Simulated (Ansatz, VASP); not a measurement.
## Two plane-wave programs on TlRh4

File INCAR:

```
SYSTEM = TlRh4
PREC = Accurate
ENCUT = 520
EDIFF = 1E-6
ISMEAR = 0
SIGMA = 0.1
LREAL = .FALSE.
LASPH = .TRUE.
NELM = 150
ALGO = Fast
ISIF = 2
LWAVE = .FALSE.
LCHARG = .FALSE.
ISPIN = 2
MAGMOM = 0 1 1 1 1
LORBIT = 11
LMAXMIX = 4
GGA = PE
NBANDS = 48
```

KPOINTS

```
regular mesh
0
G
  4 4 4
  0 0 0
```

The input POSCAR:

```
TlRh4
1.0
    4.8781842998      0.0000000000      0.0000000000
    0.0000000000      4.8781842998      0.0000000000
    0.0000000000      0.0000000000      4.8781842998
Tl Rh
1 4
Direct
    0.0000000000      0.0000000000      0.0000000000
    0.5000000000      0.0000000000      0.0000000000
    0.0000000000      0.5000000000      0.0000000000
    0.0000000000      0.0000000000      0.5000000000
    0.5000000000      0.5000000000      0.5000000000
```

Input for Ansatz:

```yaml
crystal:
  lattice:
    - [4.8781842998, 0.0, 0.0]
    - [0.0, 4.8781842998, 0.0]
    - [0.0, 0.0, 4.8781842998]
  atoms:
    - { symbol: Tl, position: [0.0, 0.0, 0.0] }
    - { symbol: Rh, position: [0.5, 0.0, 0.0], spin: 1.0 }
    - { symbol: Rh, position: [0.0, 0.5, 0.0], spin: 1.0 }
    - { symbol: Rh, position: [0.0, 0.0, 0.5], spin: 1.0 }
    - { symbol: Rh, position: [0.5, 0.5, 0.5], spin: 1.0 }
basis:
  ecutwfc: 420
kpoints:
  mp_grid: { grid: [4, 4, 4] }
hamiltonian:
  xc: pbe
scf:
  occupations: { method: gaussian, width: 0.1 }
  lower_state_search: "off"
output:
  forces: true
  stress: true
  eigenvalues: true
  populations: true
magnetization:
  spin_polarized: true
```

Alike in both runs: task single point; functional PBE; k mesh 4 × 4 × 4; occupations gaussian, width 0.1 eV; collinear spin.

|  | VASP | Ansatz |
| --- | --- | --- |
| version | VASP 6.6.1 | Ansatz 0.2.0 |
| potentials or method | VASP PAW PBE potentials, release 64 (Tl_d, Rh_pv), cutoff 520 eV | scalar-relativistic, plane waves, PAW |
| valence electrons in the cell | 73 | 81 |

VASP gave:

```
gap on the k mesh at the Fermi level (eV)                     : none
pressure (GPa)                                                : 1.4
net moment per atom (μB)                                      : 0.79
size of the moment on the site where the two differ most (μB) : 0.82
```

What did Ansatz give for the same quantities?

gap on the k mesh at the Fermi level (eV): none; pressure (GPa): 1.3; net moment per atom (μB): 0.79; size of the moment on the site where the two differ most (μB): 0.76.

Site moments also hang on the region over which each program counts them. A gap of «none» marks a metal or a gap that the smearing closes. With one functional, cell and mesh, what is left measures potentials, basis and numerics. VASP's potentials hold 73 valence electrons a cell and Ansatz's 81, so a difference there can come from the potentials and not from the codes.

Spin-orbit coupling is off throughout.
